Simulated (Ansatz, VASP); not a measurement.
**One calculation of HfB, two programs**

```
CELL_PARAMETERS angstrom
0.00000 2.31000 2.31000
2.31000 0.00000 2.31000
2.31000 2.31000 0.00000
ATOMIC_POSITIONS crystal
Hf 0.50000 0.50000 0.50000
B 0.00000 0.00000 0.00000
```

Alike in both runs: functional PBE; k mesh 7 × 7 × 7; occupations fermi-dirac, width 0.05 eV; non-collinear spin, spin-orbit coupling.

|  | VASP | Ansatz |
| --- | --- | --- |
| version | VASP 6.6.1 | Ansatz 0.2.0 |
| potentials or method | VASP PAW PBE potentials, release 64 (Hf_pv, B) | Ansatz PAW |
| plane-wave cutoff (eV) | 520 | 420 |
| valence electrons in the cell | 13 | 29 |
| task | single point | band structure |

|  | VASP | Ansatz | Ansatz less VASP |
| --- | --- | --- | --- |
| net moment per atom (μB) | 0.00 | 0.00 | 0.000 |

VASP's potentials hold 13 valence electrons a cell and Ansatz's 29, so a difference there can come from the potentials and not from the codes.
